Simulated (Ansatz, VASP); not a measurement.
# One calculation of BaTe, two programs

File INCAR:

```
SYSTEM = BaTe
PREC     = Accurate       ! precision mode
ENCUT    = 520            ! plane-wave cutoff, eV
EDIFF    = 1E-6           ! SCF threshold, eV
ISMEAR   = -1             ! smearing method
SIGMA    = 0.05           ! smearing width, eV
LREAL    = .False.        ! projectors in reciprocal space
LASPH    = .True.         ! aspherical terms in the spheres
NELM     = 100            ! most SCF steps
ALGO     = Normal         ! electronic algorithm
ISIF     = 2              ! what is computed and relaxed
LWAVE    = .False.        ! write WAVECAR
LCHARG   = .False.        ! write CHGCAR
GGA      = PE             ! functional
NBANDS   = 15             ! bands
```

Contents of KPOINTS:

```
regular mesh
0
Gamma
  11 11 11
  0 0 0
```

File POSCAR:

```
BaTe
1.0
    0.0000000000      3.9423971470      3.9423971470
    3.9423971470      0.0000000000      3.9423971470
    3.9423971470      3.9423971470      0.0000000000
Ba Te
1 1
Direct
    0.0000000000      0.0000000000      0.0000000000
    0.2500000000      0.2500000000      0.2500000000
```

Input for Ansatz:

```yaml
crystal:
  lattice:
    - [0.0, 3.942397147, 3.942397147]
    - [3.942397147, 0.0, 3.942397147]
    - [3.942397147, 3.942397147, 0.0]
  atoms:
    - { symbol: Ba, position: [0.0, 0.0, 0.0] }
    - { symbol: Te, position: [0.25, 0.25, 0.25] }
kpoints:
  mp_grid: { grid: [11, 11, 11] }
scf:
  occupations: { method: fermi_dirac, width: 0.05 }
hamiltonian:
  xc: pbe
  pseudopotentials: { kind: all_electron, lapw: { basis_error: 0.0005 } }
output:
  forces: true
  stress: true
  eigenvalues: true
```

Change from the starting cell: volume scaled by 1.02.

Alike in both runs: task single point; functional PBE; k mesh 11 × 11 × 11; occupations fermi-dirac, width 0.05 eV; no spin polarisation.

|  | VASP | Ansatz |
| --- | --- | --- |
| version | VASP 6.6.1 | Ansatz 0.2.0 |
| potentials or method | VASP PAW PBE potentials, release 64 (Ba_sv, Te), cutoff 520 eV | all-electron LAPW, scalar-relativistic |

|  | VASP | Ansatz | Ansatz less VASP |
| --- | --- | --- | --- |
| gap on the k mesh at the Fermi level (eV) | 2.56 | 2.55 | -0.010 |
| pressure (GPa) | -0.2 | -0.4 | -0.19 |

Ansatz ran all-electron here, and VASP with PAW potentials.

Neither program's run includes spin-orbit coupling.
